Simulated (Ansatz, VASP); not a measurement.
Be2BiSb3 in VASP and in Ansatz

```
Be Sb Bi
1.0
     3.36100    0.00000    0.00000
    -1.68050    2.91071    0.00000
     0.00000    0.00000    8.23274
Be Sb Bi
2 3 1
Direct
  0.33333 0.66667 0.66667
  0.66667 0.33333 0.33333
  0.00000 0.00000 0.50000
  0.33333 0.66667 0.16667
  0.66667 0.33333 0.83333
  0.00000 0.00000 0.00000
```

Alike in both runs: task single point; functional PBE; k mesh 6 × 6 × 2; occupations gaussian, width 0.1 eV; no spin polarisation.

|  | VASP | Ansatz |
| --- | --- | --- |
| version | VASP 6.6.1 | Ansatz 0.2.0 |
| potentials or method | VASP PAW PBE potentials, release 64 (Be, Sb_d_GW, Bi_d), cutoff 600 eV | scalar-relativistic, plane waves, PAW |
| valence electrons in the cell | 64 | 64 |

|  | VASP | Ansatz | Ansatz less VASP |
| --- | --- | --- | --- |
| gap on the k mesh at the Fermi level (eV) | none | none | - |
| rms of the force components (eV/Å) | 5.443 | 5.440 | -0.0023 |

Atom by atom the forces differ by 0.002 eV/Å (rms over components). A gap of «none» marks a metal or a gap that the smearing closes. The functional is the same, so the differences come from potentials, cutoffs and numerics.

The k mesh is coarse, so the values compare programs but aren't converged. Neither program's run includes spin-orbit coupling.
